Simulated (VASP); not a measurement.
# PtSe2 (P-1) in VASP: further runs

Runs on PtSe2. Level: PBE. Tasks: single point.

All numbers are computed with VASP 6.6.1; they aren't measurements. Logs are shortened: lines on timing, memory, paths and dates and some standing lists are left out, and cuts for length are marked.

## 1. The cell of the first run

The typed cell holds 3 atoms: a = 3.724 Å, b = 3.724 Å, c = 5.062 Å, α = 89.43°, β = 91.15°, γ = 120.00°.

## 2. Single point, PBE (strain -0.0200 x Voigt [0, 0, 0, 0, 1, 0])

The input, INCAR:

```
SYSTEM = PtSe2
PREC = Accurate
ENCUT = 520
EDIFF = 1E-7
ISMEAR = 0
SIGMA = 0.15
LREAL = .FALSE.
LASPH = .TRUE.
NELM = 80
ALGO = Normal
ISIF = 2
LWAVE = .FALSE.
LCHARG = .FALSE.
GGA = PE
NBANDS = 18
```

The input, KPOINTS:

```
Automatic mesh
0
G
  12 12 10
  0 0 0
```

The input, POSCAR:

```
PtSe2
1.0
    3.7240006046      0.0000000000     -0.0372400060
   -1.8620003023      3.2250791273      0.0186200030
   -0.0506200000      0.0000000000      5.0620000000
Pt Se
1 2
Direct
    0.0000000000      0.0000000000      0.0000000000
    0.3333333333      0.6666666667      0.2500000000
    0.6666666667      0.3333333333      0.7500000000
```

Potentials or basis: VASP PAW PBE potentials, release 64 (Pt, Se).

Command:

```console
$ cat potpaw_PBE.64/Pt/POTCAR potpaw_PBE.64/Se/POTCAR > POTCAR
$ mpirun -np 1 vasp_std > vasp.out
```

OUTCAR:

```text
SYSTEM = PtSe2
   PREC = Accurate
   ENCUT = 520
   EDIFF = 1E-7
   ISMEAR = 0
   LREAL = .FALSE.
   LASPH = .TRUE.
   NELM = 80
   ISIF = 2
   GGA = PE

 ion  position               nearest neighbor table
   1  0.000  0.000  0.000-   2 2.48   3 2.48   2 2.49   3 2.49   3 2.51   2 2.51
   2  0.333  0.667  0.250-   1 2.48   1 2.49   1 2.51
   3  0.667  0.333  0.750-   1 2.48   1 2.49   1 2.51

  LATTYP: Found a base centered monoclinic cell.
 ALAT       =     3.7241868000
 B/A-ratio  =     1.7319642115
 C/A-ratio  =     1.3592908642
 COS(beta)  =    -0.0199980002

  Lattice vectors:

 A1 = (   1.8620003023,  -3.2250791273,  -0.0186200030)
 A2 = (   1.8620003023,   3.2250791273,  -0.0186200030)
 A3 = (  -0.0506200000,   0.0000000000,   5.0620000000)

Analysis of symmetry for initial positions (statically):
=====================================================================
 Subroutine PRICEL returns:
 Original cell was already a primitive cell.

 Routine SETGRP: Setting up the symmetry group for a
 base centered monoclinic supercell.

 Subroutine GETGRP returns: Found  2 space group operations
 (whereof  2 operations were pure point group operations)
 out of a pool of  4 trial point group operations.

The static configuration has the point symmetry S_2 .

Analysis of symmetry for dynamics (positions and initial velocities):
=====================================================================
 Subroutine PRICEL returns:
 Original cell was already a primitive cell.

 Routine SETGRP: Setting up the symmetry group for a
 base centered monoclinic supercell.

 Subroutine GETGRP returns: Found  2 space group operations
 (whereof  2 operations were pure point group operations)
 out of a pool of  4 trial point group operations.

The dynamic configuration has the point symmetry S_2 .

 Subroutine INISYM returns: Found  2 space group operations
 (whereof  2 operations are pure point group operations),
 and found     1 'primitive' translations

----------------------------------------------------------------------------------------

                                     Primitive cell

  volume of cell :      60.7895

  direct lattice vectors                    reciprocal lattice vectors
     3.724000605  0.000000000 -0.037240006     0.268555276  0.155034956  0.002685553
    -1.862000302  3.225079127  0.018620003     0.000000000  0.310069912  0.000000000
[... 80 lines left out ...]
   ICHARG =      2    charge: 1-file 2-atom 10-const
   ISPIN  =      1    spin polarized calculation?
   LNONCOLLINEAR =      F non collinear calculations
   LSORBIT =      F    spin-orbit coupling
   LASPH  =      T    aspherical Exc in radial PAW
   ENCUT  =  520.0 eV  38.22 Ry    6.18 a.u.   6.92  6.92  9.41*2*pi/ulx,y,z
   NELM   =     80;   NELMIN=  2; NELMDL= -5     # of ELM steps
   EDIFF  = 0.1E-06   stopping-criterion for ELM
   LREAL  =      F    real-space projection
   EDIFFG = 0.1E-05   stopping-criterion for IOM
   NSW    =      0    number of steps for IOM
   IBRION =     -1    ionic relax: 0-MD 1-quasi-New 2-CG
   NFREE  =      0    steps in history (QN), initial steepest desc. (CG)
   ISIF   =      2    stress and relaxation
   ISYM   =      2    0-nonsym 1-usesym 2-fastsym
   POTIM  = 0.5000    time-step for ionic-motion
   TEBEG  =    0.0;   TEEND  =   0.0 temperature during run
   PSTRESS=    0.0 pullay stress
   NELECT =      22.0000    total number of electrons
   NUPDOWN=      -1.0000    fix difference up-down
   EMIN   =  10.00;   EMAX   =-10.00  energy-range for DOS
   EFERMI =   0.00;   METHOD = LEGACY
   ISMEAR =     0;   SIGMA  =   0.15  broadening in eV -4-tet -1-fermi 0-gaus
   EFERMI_NEDOS =   21; number of points for ismear=-14 and -15
   IALGO  =     38    algorithm
   IMIX   =      4    mixing-type and parameters
     AMIX     =   0.40;   BMIX     =  1.00
     AMIX_MAG =   1.60;   BMIX_MAG =  1.00
  volume/ion in A,a.u.               =      20.26       136.74
  Fermi-wavevector in a.u.,A,eV,Ry     =   1.166647  2.204643 18.518415  1.361065
  Thomas-Fermi vector in A             =   2.303157
   LORBIT       =      0    0 simple, 1 ext, 2 COOP (PROOUT), +10 PAW based schemes
   GGA     = PE    functional components
   LHFCALC =     F    Hartree Fock is set to
   AEXX    =    0.0000 exact exchange contribution
   IVDW    =     0    specifies the selected vdW correction
   LEPSILON=     F    determine dielectric tensor
   LRPA    =     F    only Hartree local field effects (RPA)
 non-spin polarized calculation
 Gauss-broadening in eV      SIGMA  =   0.15
  energy-cutoff  :      520.00
  volume of cell :       60.79
 maximum number of plane-waves:      1653
   NGX = 13   NGY = 13   NGZ = 19

 number of electron      21.9999999 magnetization

 Free energy of the ion-electron system (eV)
  ---------------------------------------------------
  ext. energy  EPLUGINS =         0.00000000
  ---------------------------------------------------
  free energy    TOTEN  =       -14.18219107 eV

  energy without entropy =      -14.17538171  energy(sigma->0) =      -14.17878639

 E-fermi :   6.5459     XC(G=0): -10.6335

 val. band max:        6.5436700120   @ k =  -0.3333  -0.0000   0.3000
 cond. band min:       6.5593855792   @ k =   0.4167   0.2500   0.1000
 fundamental gap:      0.0157155672
 Fermi energy:         6.5458505182

 k-point     1 :       0.0000    0.0000    0.0000
  band No.  band energies     occupation
      1      -9.1815      2.00000
      2      -6.3548      2.00000
      3      -0.6685      2.00000
      4       0.0121      2.00000
      5       0.0767      2.00000
      6       2.4932      2.00000
[... 481 lines left out ...]
      5       1.2039      2.00000
      6       2.0807      2.00000
[... 10 lines left out ...]
     17      14.8086      0.00000
     18      16.9453      0.00000

 [... further k-points ...]
[... 5 lines left out ...]
  --------------------------------------------------------------------------------------
  -------------------------------------------------------------------------------------
  Total        3.0640931      3.0354306      2.2830812     -0.4035020     -0.0179907      0.6793261
  in kB       80.7576578     80.0022234     60.1732016    -10.6347549     -0.4741664     17.9044111
  external PRESSURE =      73.6443609 kB  Pullay stress =       0.0000000 kB

 VOLUME and BASIS-vectors are now :
 -----------------------------------------------------------------------------
  energy-cutoff  :      520.00
  volume of cell :       60.79
      direct lattice vectors                 reciprocal lattice vectors
     3.724000605  0.000000000 -0.037240006     0.268555276  0.155034956  0.002685553
    -1.862000302  3.225079127  0.018620003     0.000000000  0.310069912  0.000000000
    -0.050620000  0.000000000  5.062000000     0.001975701  0.000000000  0.197570132

 POSITION                                       TOTAL-FORCE (eV/Angst)
 -----------------------------------------------------------------------------------
      0.00000      0.00000      0.00000         0.000000      0.000000      0.000000
     -0.01266      2.15005      1.26550         0.215177     -0.005695      0.582029
      1.82404      1.07503      3.77788        -0.215177      0.005695     -0.582029
 -----------------------------------------------------------------------------------
    total drift:                               -0.000000     -0.000000     -0.000000

  FREE ENERGIE OF THE ION-ELECTRON SYSTEM (eV)
  ---------------------------------------------------
  free  energy   TOTEN  =       -14.1821910663 eV

  energy  without entropy=      -14.1753817063  energy(sigma->0) =      -14.17878639
```

stdout:

```text
POSCAR found type information on POSCAR PtSe
 POSCAR found :  2 types and       3 ions
 scaLAPACK will be used
 LDA part: xc-table for (Slater+PW92), standard interpolation
 POSCAR, INCAR and KPOINTS ok, starting setup
 FFT: planning ... GRIDC
 FFT: planning ... GRID_SOFT
 FFT: planning ... GRID
 WAVECAR not read
 entering main loop
```

It took 20 min on 1 thread of Oxide Virtual Turin-like, shared host; peak memory 0.79 GiB.

What came out:

| Item | Value |
| --- | --- |
| Free energy | -14.1822 eV |
| Pressure | 7.4 GPa |
| Largest force | 0.621 eV/Å |
| Band gap on the k mesh | zero (band 11 reaches 6.94 eV, above the bottom of band 12 at 6.52 eV) |

Forces on the atoms (eV/Å):
```
Pt   0.000  0.000  0.000
Se   0.215 -0.006  0.582
Se  -0.215  0.006 -0.582
```

Caveat: the cell differs from its parent crystal (strain -0.0200 x Voigt [0, 0, 0, 0, 1, 0]); spin-orbit coupling is left out, which moves the levels of the heavy elements.

## 3. Single point, PBE (strain +0.0100 x Voigt [0, 0, 0, 0, 1, 0])

The input, INCAR:

```
ALGO = Normal
EDIFF = 1E-7
ENCUT = 520
GGA = PE
ISIF = 2
ISMEAR = 0
LASPH = True
LCHARG = False
LREAL = False
LWAVE = False
NBANDS = 18
NELM = 80
PREC = Accurate
SIGMA = 0.15
```

The input, KPOINTS:

```
k-points
0
Gamma
  12 12 10
```

The input, POSCAR:

```
PtSe2
1.0
    3.7240006046      0.0000000000      0.0186200030
   -1.8620003023      3.2250791273     -0.0093100015
    0.0253100000      0.0000000000      5.0620000000
Pt Se
1 2
Direct
    0.0000000000      0.0000000000      0.0000000000
    0.3333333333      0.6666666667      0.2500000000
    0.6666666667      0.3333333333      0.7500000000
```

Potentials or basis: VASP PAW PBE potentials, release 64 (Pt, Se).

Command:

```console
$ cat potpaw_PBE.64/Pt/POTCAR potpaw_PBE.64/Se/POTCAR > POTCAR
$ mpirun -np 1 vasp_std > vasp.out
```

It took 16 min on 1 thread of Oxide Virtual Turin-like, shared host; peak memory 0.79 GiB.

The run converged. Its results:

```
Free energy            : -14.1875 eV
Pressure               : 7.3 GPa
Largest force          : 0.587 eV/Å
Band gap on the k mesh : zero (band 11 reaches 6.94 eV, above the bottom of band 12 at 6.54 eV)
```

Forces in eV/Å, atoms in the order of the input:
```
Pt   0.000  0.000  0.000
Se  -0.107 -0.001  0.577
Se   0.107  0.001 -0.577
```

Stress tensor (GPa, compression positive):
```
 7.99  0.53 -0.89
 0.53  7.97 -0.01
-0.89 -0.01  5.98
```

Levels at points of the mesh, in eV from the Fermi level:
```
           k point  band 8  band 9  band 10  band 11  band 12  band 13  band 14  band 15
(0.00, 0.00, 0.00)   -2.60   -1.10    -1.07     0.39     1.44     1.46     3.60     4.20
(0.50, 0.00, 0.00)   -3.56   -3.54    -3.46    -3.00     0.68     2.31     4.77     5.82
(0.50, 0.50, 0.00)   -3.56   -3.53    -3.43    -2.99     0.63     2.38     4.77     5.82
(0.00, 0.50, 0.00)   -3.56   -3.53    -3.45    -2.99     0.66     2.34     4.77     5.81
(0.00, 0.00, 0.50)   -2.97   -1.72    -1.55    -1.48     2.25     2.34     4.79     6.32
(0.50, 0.00, 0.50)   -3.55   -3.25    -2.87    -1.43     0.97     1.53     4.59     4.76
(0.50, 0.50, 0.50)   -3.54   -3.24    -2.87    -1.35     1.00     1.50     4.52     4.78
(0.00, 0.50, 0.50)   -3.54   -3.25    -2.87    -1.39     0.98     1.51     4.56     4.77
```

Caveat: the cell differs from its parent crystal (strain +0.0100 x Voigt [0, 0, 0, 0, 1, 0]); spin-orbit coupling is left out, which moves the levels of the heavy elements.
